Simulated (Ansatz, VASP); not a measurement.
Two plane-wave programs on SiB4W

The input INCAR:

```
SYSTEM = SiB4W
PREC     = Accurate       ! precision mode
ENCUT    = 600            ! plane-wave cutoff, eV
EDIFF    = 1E-6           ! SCF threshold, eV
ISMEAR   = 0              ! smearing method
SIGMA    = 0.1            ! smearing width, eV
LREAL    = .FALSE.        ! projectors in reciprocal space
LASPH    = .TRUE.         ! aspherical terms in the spheres
NELM     = 100            ! most SCF steps
ALGO     = Normal         ! electronic algorithm
ISIF     = 3              ! what is computed and relaxed
LWAVE    = .FALSE.        ! write WAVECAR
LCHARG   = .FALSE.        ! write CHGCAR
GGA      = PE             ! functional
IBRION   = 2              ! ionic algorithm
NSW      = 90             ! ionic steps
EDIFFG   = -0.04          ! ionic threshold
```

File KPOINTS:

```
Automatic mesh
0
G
  6 6 6
  0 0 0
```

Contents of POSCAR:

```
SiB4W
1.0
    0.0000000000      3.1890874800      3.1890874800
    3.1890874800      0.0000000000      3.1890874800
    3.1890874800      3.1890874800      0.0000000000
Si B W
1 4 1
Direct
    0.7500000000      0.7500000000      0.7500000000
    0.0779630400      0.0779630400      0.0779630400
    0.0779630400      0.0779630400      0.7661108900
    0.0779630400      0.7661108900      0.0779630400
    0.7661108900      0.0779630400      0.0779630400
    0.2500000000      0.2500000000      0.2500000000
```

Input for Ansatz:

```yaml
crystal:
  lattice:
    - [0.0, 3.18908748, 3.18908748]
    - [3.18908748, 0.0, 3.18908748]
    - [3.18908748, 3.18908748, 0.0]
  atoms:
    - { symbol: Si, position: [0.75, 0.75, 0.75] }
    - { symbol: B, position: [0.07796304, 0.07796304, 0.07796304] }
    - { symbol: B, position: [0.07796304, 0.07796304, 0.76611089] }
    - { symbol: B, position: [0.07796304, 0.76611089, 0.07796304] }
    - { symbol: B, position: [0.76611089, 0.07796304, 0.07796304] }
    - { symbol: W, position: [0.25, 0.25, 0.25] }
basis:
  ecutwfc: 420
kpoints:
  mp_grid: { grid: [6, 6, 6] }
hamiltonian:
  xc: pbe
scf:
  occupations: { method: gaussian, width: 0.1 }
  lower_state_search: "off"
output:
  forces: true
  stress: true
  eigenvalues: true
relax:
  adjacent_minimum: "off"
  f_tol: 0.04
  max_steps: 70
  cell: { stress_tol: 0.4 }
```

Alike in both runs: task relaxation of cell and atoms; functional PBE; k mesh 6 × 6 × 6; occupations gaussian, width 0.1 eV; no spin polarisation.

|  | VASP | Ansatz |
| --- | --- | --- |
| version | VASP 6.6.1 | Ansatz 0.2.0 |
| potentials or method | VASP PAW PBE potentials, release 64 (Si, B, W_sv), cutoff 600 eV | scalar-relativistic, plane waves, PAW |
| valence electrons in the cell | 30 | 30 |

VASP gave:

| Quantity | Value |
| --- | --- |
| gap on the k mesh at the Fermi level, each at its own relaxed structure (eV) | none |
| relaxed volume (Å³/atom) | 15.51 |
| relaxed length of the cell vector where the two differ most in proportion (Å) | 5.087 |

Task: Which values does Ansatz return?

Result: gap on the k mesh at the Fermi level, each at its own relaxed structure (eV): none; relaxed volume (Å³/atom): 15.50; relaxed length of the cell vector where the two differ most in proportion (Å): 5.086.

A gap of «none» marks a metal or a gap that the smearing closes.

Spin-orbit coupling is off throughout. Noted on VASP's run: the volume moved by over 15 % at a fixed basis, so the end points are rough.
